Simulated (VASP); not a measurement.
Runs of VASP 6.6.1 on AlCo. The structure is that of space group P4/mmm (No. 123), or close to it. The cells are those of the table. 

```csv
cell,further INCAR settings,gap on the mesh (eV),pressure (GPa)
"a = 2.684, b = 2.684, c = 3.220 Å, 2 atoms",ALGO = Fast; EDIFF = 1e-07; NBANDS = 13,none,(b)
"a = 3.011, b = 3.011, c = 2.559 Å, 2 atoms",ALGO = Fast; EDIFF = 1e-07; NBANDS = 13,none,3.9
"a = 2.541, b = 2.541, c = 3.593 Å, 2 atoms",ALGO = Fast; EDIFF = 1e-06; NBANDS = 13,none,6.6
"a = 3.201, b = 3.201, c = 2.263 Å, 2 atoms",ALGO = Fast; EDIFF = 1e-07; NBANDS = 13,none,19.9
"a = 3.098, b = 3.098, c = 2.417 Å, 2 atoms",ALGO = Fast; EDIFF = 1e-06; NBANDS = 13,none,(a)
```

Alike in all rows: task single point; level PBE; potentials or basis VASP PAW PBE potentials, release 64 (Al, Co); no spin polarisation; k mesh 24 × 24 × 24; cutoff (eV) 520; smearing gaussian 0.15 eV.

Q: Estimate the missing entries.

A: (a) 9.7; (b) 2.8.

Caveats: the run has no spin polarisation, though such a crystal can be magnetic; the stress differs along the axes, from -8 to 8 GPa (at least some runs); the stress differs along the axes, from -9 to 29 GPa (at least some runs); the stress differs along the axes, from -13 to 16 GPa (at least some runs); the stress differs along the axes, from -10 to 81 GPa (at least some runs); the stress differs along the axes, from -11 to 51 GPa (at least some runs).

A gap of «none» marks levels without a gap at the run's occupations.
